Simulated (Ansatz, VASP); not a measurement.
**As: VASP beside Ansatz**

File INCAR:

```
PREC     = Accurate       # precision mode
ENCUT    = 500            # plane-wave cutoff, eV
EDIFF    = 1E-6           # SCF threshold, eV
ISMEAR   = -1             # smearing method
SIGMA    = 0.05           # smearing width, eV
LREAL    = False          # projectors in reciprocal space
LASPH    = True           # aspherical terms in the spheres
NELM     = 120            # most SCF steps
ALGO     = Normal         # electronic algorithm
ISIF     = 2              # what is computed and relaxed
LWAVE    = False          # write WAVECAR
LCHARG   = True           # write CHGCAR
GGA      = PE             # functional
LELF     = True           # ELF
LVHAR    = True         
NBANDS   = 8              # bands
GGA_COMPAT= False
```

The input KPOINTS:

```
regular mesh
0
Gamma
  10 10 10
```

Contents of POSCAR:

```
As
1.0
    2.7392605843      0.0000000000      0.0000000000
    0.0000000000      2.7392605843      0.0000000000
    0.0000000000      0.0000000000      2.7392605843
As
1
Direct
    0.5000000000      0.5000000000      0.5000000000
```

File input.yaml:

```yaml
crystal:
  lattice:
    - [2.7392605843, 0.0, 0.0]
    - [0.0, 2.7392605843, 0.0]
    - [0.0, 0.0, 2.7392605843]
  atoms:
    - { symbol: As, position: [0.5, 0.5, 0.5] }
hamiltonian:
  xc: pbe
  pseudopotentials: { kind: paw, azcp: { folder: soft_1 } }
kpoints:
  mp_grid: { grid: [10, 10, 10] }
scf:
  occupations: { method: fermi_dirac, width: 0.05 }
output:
  forces: true
  stress: true
  eigenvalues: true
  write_density: true
  write_potential: true
  elf: true
  volumetric_format: npy
```

Alike in both runs: task single point; functional PBE; k mesh 10 × 10 × 10; occupations fermi-dirac, width 0.05 eV; no spin polarisation.

```csv
,VASP,Ansatz
version,VASP 6.6.1,Ansatz 0.2.0
potentials or method,"VASP PAW PBE potentials, release 64 (As)",Ansatz PAW soft_1
plane-wave cutoff (eV),500,420
valence electrons in the cell,5,15
```

Ansatz gave:

| Item | Value |
| --- | --- |
| gap on the k mesh at the Fermi level (eV) | none |
| pressure (GPa) | -1.1 |

Estimate VASP's values.

gap on the k mesh at the Fermi level (eV): none; pressure (GPa): -0.9.

A gap of «none» marks a metal or a gap that the smearing closes. With one functional, cell and mesh, what is left measures potentials, basis and numerics. VASP's potentials hold 5 valence electrons a cell and Ansatz's 15, so a difference there can come from the potentials and not from the codes.
